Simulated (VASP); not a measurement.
# Fe (P6_3/mmc) in VASP: further runs, part 3 of 3

VASP 6.6.1. The steps go on from the part before.

## Step 5: Single point, PBEsol+D4, collinear spin, ferromagnetic start

This run uses another cell than the first one, of 9.86 Å³/atom, 1.064 times its volume.

Contents of INCAR:

```
SYSTEM = Fe
PREC     = Accurate       ! precision mode
ENCUT    = 520            ! plane-wave cutoff, eV
EDIFF    = 1E-7           ! SCF threshold, eV
ISMEAR   = -1             ! smearing method
SIGMA    = 0.05           ! smearing width, eV
LREAL    = .False.        ! projectors in reciprocal space
LASPH    = .True.         ! aspherical terms in the spheres
NELM     = 150            ! most SCF steps
ALGO     = Normal         ! electronic algorithm
ISIF     = 2              ! what is computed and relaxed
LWAVE    = .False.        ! write WAVECAR
LCHARG   = .False.        ! write CHGCAR
ISPIN    = 2              ! spin polarisation
MAGMOM   = 3 3            ! initial moments
LORBIT   = 11             ! projections on sites
LMAXMIX  = 4              ! l up to which the mixer works
GGA      = PS             ! functional
IVDW     = 13             ! dispersion correction
NBANDS   = 19             ! bands
```

Contents of KPOINTS:

```
Automatic mesh
0
Gamma
  12 12 7
  0 0 0
```

Contents of POSCAR:

```
Fe
1.0
    2.4341575853      0.0000000000      0.0000000000
   -1.2170787927      2.1080423057      0.0000000000
    0.0000000000      0.0000000000      3.8419344700
Fe
2
Direct
    0.6666666667      0.3333333333      0.7500000000
    0.3333333333      0.6666666667      0.2500000000
```

Potentials or basis: VASP PAW PBE potentials, release 64 (Fe).

The run is started by

```console
$ cat potpaw_PBE.64/Fe/POTCAR > POTCAR
$ mpirun -np 1 vasp_std > vasp.out
```

OUTCAR:

```text
SYSTEM = Fe
   PREC = Accurate
   ENCUT = 520
   EDIFF = 1E-7
   ISMEAR = -1
   LREAL = .False.
   LASPH = .True.
   NELM = 150
   ISIF = 2
   ISPIN = 2
   LORBIT = 11
   GGA = PS
   IVDW = 13

 ion  position               nearest neighbor table
   1  0.667  0.333  0.750-   2 2.38   2 2.38   2 2.38   2 2.38   2 2.38   2 2.38
   2  0.333  0.667  0.250-   1 2.38   1 2.38   1 2.38   1 2.38   1 2.38   1 2.38

  LATTYP: Found a hexagonal cell.
 ALAT       =     2.4341575853
 C/A-ratio  =     1.5783425417

  Lattice vectors:

 A1 = (   2.4341575853,   0.0000000000,   0.0000000000)
 A2 = (  -1.2170787927,   2.1080423057,   0.0000000000)
 A3 = (   0.0000000000,   0.0000000000,   3.8419344700)

Analysis of symmetry for initial positions (statically):
=====================================================================
 Subroutine PRICEL returns:
 Original cell was already a primitive cell.

 Routine SETGRP: Setting up the symmetry group for a
 hexagonal supercell.

 Subroutine GETGRP returns: Found 24 space group operations
 (whereof 12 operations were pure point group operations)
 out of a pool of 24 trial point group operations.

The static configuration has the point symmetry D_3d.
 The point group associated with its full space group is D_6h.

Analysis of symmetry for dynamics (positions and initial velocities):
=====================================================================
 Subroutine PRICEL returns:
 Original cell was already a primitive cell.

 Routine SETGRP: Setting up the symmetry group for a
 hexagonal supercell.

 Subroutine GETGRP returns: Found 24 space group operations
 (whereof 12 operations were pure point group operations)
 out of a pool of 24 trial point group operations.

The dynamic configuration has the point symmetry D_3d.
 The point group associated with its full space group is D_6h.

Analysis of structural, dynamic, and magnetic symmetry:
=====================================================================
 Subroutine PRICEL returns:
 Original cell was already a primitive cell.
[... 153 lines left out ...]
  ---------------------------------------------------
  free energy    TOTEN  =       -17.88296574 eV

  energy without entropy =      -17.86352403  energy(sigma->0) =      -17.87324489

 E-fermi :   7.1518     XC(G=0): -14.1473

 val. band max:        7.1326924477   @ k =   0.3333   0.3333   0.2857
 cond. band min:       7.1555431009   @ k =   0.3333   0.2500   0.2857
 fundamental gap:      0.0228506532
 Fermi energy:         7.1517578928

 spin component 1

 k-point     1 :       0.0000    0.0000    0.0000
  band No.  band energies     occupation
      1      -2.0272      1.00000
      2       1.9661      1.00000
      3       5.3864      1.00000
      4       5.3864      1.00000
      5       5.5347      1.00000
      6       5.8823      1.00000
[... 517 lines left out ...]
     18      31.3912      0.00000
     19      33.0445      0.00000

 [... further k-points ...]

 spin component 2

 k-point     1 :       0.0000    0.0000    0.0000
  band No.  band energies     occupation
      1      -2.0272      1.00000
      2       1.9662      1.00000
      3       5.3865      1.00000
      4       5.3865      1.00000
      5       5.5349      1.00000
      6       5.8824      1.00000
[... 517 lines left out ...]
     18      31.3912      0.00000
     19      33.0445      0.00000

 [... further k-points ...]

------------------------ aborting loop because EDIFF is reached ----------------------------------------

  DFT-D4 for vdW energy calculation

  Edisp (eV):   -0.46325

  FORCE on cell =-STRESS in cart. coord.  units (eV):
  Direction    XX          YY          ZZ          XY          YZ          ZX
  --------------------------------------------------------------------------------------
  -------------------------------------------------------------------------------------
  Total      -0.72092    -0.72092    -0.52539     0.00000     0.00000     0.00000
  in kB     -58.58928   -58.58928   -42.69891     0.00000     0.00000     0.00000
  external pressure =      -53.29 kB  Pullay stress =        0.00 kB

 VOLUME and BASIS-vectors are now :
 -----------------------------------------------------------------------------
  energy-cutoff  :      520.00
  volume of cell :       19.71
      direct lattice vectors                 reciprocal lattice vectors
     2.434157585  0.000000000  0.000000000     0.410819746  0.237186891  0.000000000
    -1.217078793  2.108042306  0.000000000     0.000000000  0.474373781  0.000000000
     0.000000000  0.000000000  3.841934470     0.000000000  0.000000000  0.260285543

 POSITION                                       TOTAL-FORCE (eV/Angst)
 -----------------------------------------------------------------------------------
      1.21708      0.70268      2.88145        -0.000000     -0.000000      0.000000
     -0.00000      1.40536      0.96048         0.000000      0.000000      0.000000
 -----------------------------------------------------------------------------------
    total drift:                                0.000000     -0.000000     -0.000000

  FREE ENERGIE OF THE ION-ELECTRON SYSTEM (eV)
  ---------------------------------------------------
  free  energy   TOTEN  =       -18.3462191600 eV

  energy  without entropy=      -18.3267774457  energy(sigma->0) =      -18.33649830

 total charge

# of ion       s       p       d       tot
------------------------------------------
    1        0.555   0.675   6.374   7.605
    2        0.555   0.675   6.374   7.605
--------------------------------------------------
tot          1.111   1.350  12.748  15.209

 magnetization (x)

# of ion       s       p       d       tot
------------------------------------------
    1       -0.000  -0.000   0.000   0.000
    2       -0.000  -0.000   0.000   0.000
--------------------------------------------------
tot         -0.000  -0.000   0.000   0.000
```

OSZICAR:

```text
N       E                     dE             d eps       ncg     rms          rms(c)
DAV:   1     0.773934475642E+02    0.77393E+02   -0.74985E+03  6136   0.117E+03
DAV:   2    -0.157201592911E+02   -0.93114E+02   -0.82663E+02  5830   0.209E+02
DAV:   3    -0.192016943635E+02   -0.34815E+01   -0.33265E+01  6417   0.512E+01
DAV:   4    -0.192276349383E+02   -0.25941E-01   -0.25918E-01  6348   0.416E+00
DAV:   5    -0.192278986575E+02   -0.26372E-03   -0.26371E-03  6557   0.391E-01    0.222E+01
DAV:   6    -0.177973752503E+02    0.14305E+01   -0.64584E+00  6265   0.549E+01    0.279E+00
DAV:   7    -0.178515991089E+02   -0.54224E-01   -0.41533E-01  7227   0.106E+01    0.354E+00
DAV:   8    -0.178630515801E+02   -0.11452E-01   -0.53008E-03  7038   0.120E+00    0.211E+00
DAV:   9    -0.178831845869E+02   -0.20133E-01   -0.12340E-02  7819   0.216E+00    0.757E-01
DAV:  10    -0.178829836781E+02    0.20091E-03   -0.31851E-03  8030   0.802E-01    0.131E-01
DAV:  11    -0.178829964411E+02   -0.12763E-04   -0.14463E-04  8197   0.197E-01    0.109E-01
DAV:  12    -0.178829662504E+02    0.30191E-04   -0.27541E-05  7849   0.998E-02    0.176E-02
DAV:  13    -0.178829663160E+02   -0.65627E-07   -0.24550E-06  7438   0.152E-02    0.741E-03
DAV:  14    -0.178829660291E+02    0.28685E-06   -0.13839E-07  5604   0.558E-03    0.299E-03
DAV:  15    -0.178829657008E+02    0.32831E-06   -0.66103E-08  3410   0.418E-03    0.136E-03
DAV:  16    -0.178829657443E+02   -0.43499E-07   -0.13250E-08  3194   0.201E-03
   1 F= -.18346219E+02 E0= -.18336498E+02  d E =-.194417E-01  mag=     0.0001
```

stdout:

```text
POSCAR found type information on POSCAR Fe
 POSCAR found :  1 types and       2 ions
 scaLAPACK will be used
 -----------------------------------------------------------------------------
|                                                                             |
|                                                                             |
|     You enforced a specific xc type in the INCAR file but a different       |
|     I HOPE YOU KNOW WHAT YOU ARE DOING!                                     |
|                                                                             |
 -----------------------------------------------------------------------------

 LDA part: xc-table for (Slater+PW92), standard interpolation
 POSCAR, INCAR and KPOINTS ok, starting setup
 FFT: planning ... GRIDC
 FFT: planning ... GRID_SOFT
 FFT: planning ... GRID
 WAVECAR not read
 entering main loop
```

It took 60 s on 1 thread of AMD EPYC 7R43 (Zen 3), shared host; peak memory 0.12 GiB.

What came out:

```
Free energy                                           : -18.3462 eV
Pressure                                              : -5.3 GPa
Band gap on the k mesh                                : zero (filled and empty bands overlap)
Net moment                                            : 0.00 μB per cell
Valence electrons inside the program's atomic spheres : Fe 7.61
Dispersion energy per atom                            : -0.232 eV
```

Levels at points of the mesh, in eV from the Fermi level:
Spin up:
```
           k point  band 5  band 6  band 7  band 8  band 9  band 10  band 11  band 12
(0.00, 0.00, 0.00)   -1.62   -1.27   -1.27   -0.92   -0.92     0.52     0.73     0.73
(0.50, 0.00, 0.00)   -2.09   -1.61   -1.14    0.83    1.08     1.12     2.76     4.97
```
Spin down:
| k point | band 5 | band 6 | band 7 | band 8 | band 9 | band 10 | band 11 | band 12 |
| --- | --- | --- | --- | --- | --- | --- | --- | --- |
| (0.00, 0.00, 0.00) | -1.62 | -1.27 | -1.27 | -0.92 | -0.92 | 0.52 | 0.73 | 0.73 |
| (0.50, 0.00, 0.00) | -2.09 | -1.61 | -1.14 | 0.83 | 1.08 | 1.12 | 2.76 | 4.97 |

Caveat: the starting moments collapsed, and a magnetic state may lie lower; the PAW data sets were made with another functional, which shifts forces and pressure a little; pairwise dispersion overbinds metals, which lowers pressure and volume.
